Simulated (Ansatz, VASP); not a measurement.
## Two plane-wave programs on YAuC2N2

```xyz
6
Lattice="3.8824 0.0000 0.0000 -1.8911 3.6170 0.0000 -0.3826 -0.8944 6.9140" Properties=species:S:1:pos:R:3 pbc="T T T"
Y     0.0000    0.0000    0.0000
C     1.9648    1.4948    1.1205
C    -0.3559    1.2278    5.7935
Au    1.7499   -0.4472    3.4570
N     1.9492    0.3694    1.6242
N    -0.3404    2.3531    5.2898
```

Alike in both runs: task relaxation of cell and atoms; functional PBE; k mesh 12 × 10 × 6; occupations gaussian, width 0.1 eV; no spin polarisation.

```csv
,VASP,Ansatz
version,VASP 6.6.1,Ansatz 0.2.0
potentials or method,"VASP PAW PBE potentials, release 64 (Y_sv, C, Au, N), cutoff 600 eV","scalar-relativistic, plane waves, PAW"
valence electrons in the cell,40,48
```

```tsv
	VASP	Ansatz	Ansatz less VASP
gap on the k mesh at the Fermi level, each at its own relaxed structure (eV)	none	none	-
relaxed volume (Å³/atom)	16.09	15.52	-0.571
relaxed length of the cell vector where the two differ most in proportion (Å)	6.982	6.685	-0.2969
```

A gap of «none» marks a metal or a gap that the smearing closes. VASP's potentials hold 40 valence electrons a cell and Ansatz's 48, so a difference there can come from the potentials and not from the codes.

Spin-orbit coupling is off throughout. Noted on VASP's run: the standard files for N, O and F lose accuracy on very short bonds.
